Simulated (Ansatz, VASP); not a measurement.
# One calculation of Te2Mo, two programs

Contents of INCAR:

```
SYSTEM = Te2Mo
PREC = Accurate
ENCUT = 520
EDIFF = 1E-7
ISMEAR = 0
SIGMA = 0.05
LREAL = .FALSE.
LASPH = .TRUE.
NELM = 100
ALGO = Normal
ISIF = 2
LWAVE = .FALSE.
LCHARG = .TRUE.
LDIPOL = .TRUE.
IDIPOL = 3
DIPOL = 0.5 0.5 0.408
GGA = PE
IVDW = 12
LELF = .TRUE.
LVHAR = .TRUE.
LVACPOTAV = .TRUE.
NBANDS = 35
```

File KPOINTS:

```
regular mesh
0
G
  9 9 1
  0 0 0
```

The input POSCAR:

```
Te2Mo
1.0
    3.5038818256      0.0000000000      0.0000000000
   -1.7519409128      3.0344506729      0.0000000000
    0.0000000000      0.0000000000     24.7677191314
Te Mo
4 2
Direct
    0.3333333333      0.6666666667      0.1816881069
    0.3333333333      0.6666666667      0.3284056769
    0.6666666667      0.6666666667      0.4870799568
    0.6666666667      0.6666666667      0.6337975269
    0.6666666667      0.3333333333      0.2550468919
    0.3333333333      1.0000000000      0.5604387419
```

Input for Ansatz:

```yaml
crystal:
  lattice:
    - [3.5038818256, 0.0, 0.0]
    - [-1.7519409128, 3.0344506729, 0.0]
    - [0.0, 0.0, 24.7677191314]
  atoms:
    - { symbol: Te, position: [0.3333333333, 0.6666666667, 0.1816881069] }
    - { symbol: Mo, position: [0.6666666667, 0.3333333333, 0.2550468919] }
    - { symbol: Te, position: [0.3333333333, 0.6666666667, 0.3284056769] }
    - { symbol: Te, position: [0.6666666667, 0.6666666667, 0.4870799568] }
    - { symbol: Mo, position: [0.3333333333, 1.0, 0.5604387419] }
    - { symbol: Te, position: [0.6666666667, 0.6666666667, 0.6337975269] }
basis:
  ecutwfc: 420
kpoints:
  mp_grid: { grid: [9, 9, 1] }
hamiltonian:
  xc: pbe
  pseudopotentials: { kind: paw, azcp: { folder: soft_1 } }
  dispersion: d3bj
scf:
  occupations: { method: gaussian, width: 0.05 }
output:
  forces: true
  eigenvalues: true
efield:
  axis: 3
  dipole_correction: true
  ramp_width: 0.04
```

Alike in both runs: task single point; functional PBE; dispersion D3(BJ); k mesh 9 × 9 × 1; occupations gaussian, width 0.05 eV; no spin polarisation.

|  | VASP | Ansatz |
| --- | --- | --- |
| version | VASP 6.6.1 | Ansatz 0.2.0 |
| potentials or method | VASP PAW PBE potentials, release 64 (Te, Mo_sv), cutoff 520 eV | scalar-relativistic, plane waves, PAW |
| valence electrons in the cell | 52 | 92 |

|  | VASP | Ansatz | Ansatz less VASP |
| --- | --- | --- | --- |
| gap on the k mesh at the Fermi level (eV) | 1.15 | 1.15 | -0.004 |
| least direct gap on the mesh (eV) | 1.17 | 1.17 | +0.001 |
| rms of the force components (eV/Å) | 0.031 | 0.027 | -0.0039 |

VASP's potentials hold 52 valence electrons a cell and Ansatz's 92, so a difference there can come from the potentials and not from the codes.

Neither program's run includes spin-orbit coupling.
